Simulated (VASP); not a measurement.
A run of VASP 6.6.1 is set up as follows.

Contents of INCAR:

```
SYSTEM = As
ALGO = Normal
EDIFF = 1E-7
ENCUT = 520
GGA = PE
ISIF = 2
ISMEAR = -1
LASPH = .True.
LCHARG = .False.
LREAL = .False.
LWAVE = .False.
NBANDS = 12
NELM = 100
PREC = Accurate
SIGMA = 0.1
```

KPOINTS

```
k-points
0
Gamma
  6 6 6
  0 0 0
```

The input POSCAR:

```
As
1.0
    1.9036109523      1.0990502958      3.6081612956
   -1.9036109523      1.0990502958      3.6081612956
    0.0000000000     -2.1981005915      3.6081612956
As
2
Direct
    0.7737100447      0.7737100447      0.7737100447
    0.2262899553      0.2262899553      0.2262899553
```

Potentials or basis: VASP PAW PBE potentials, release 64 (As).

Run with:

```bash
$ cat potpaw_PBE.64/As/POTCAR > POTCAR
$ mpirun -np 1 vasp_std > vasp.out
```

Predict the largest force.

0.038 eV/Å.

What does it give for the pressure?

0.1 GPa.

Estimate the band gap on the k mesh.

zero (bands 5 and 6 overlap by 0.18 eV).

Forces in eV/Å, atoms in the order of the input:
```
As   0.000  0.000  0.038
As   0.000  0.000 -0.038
```
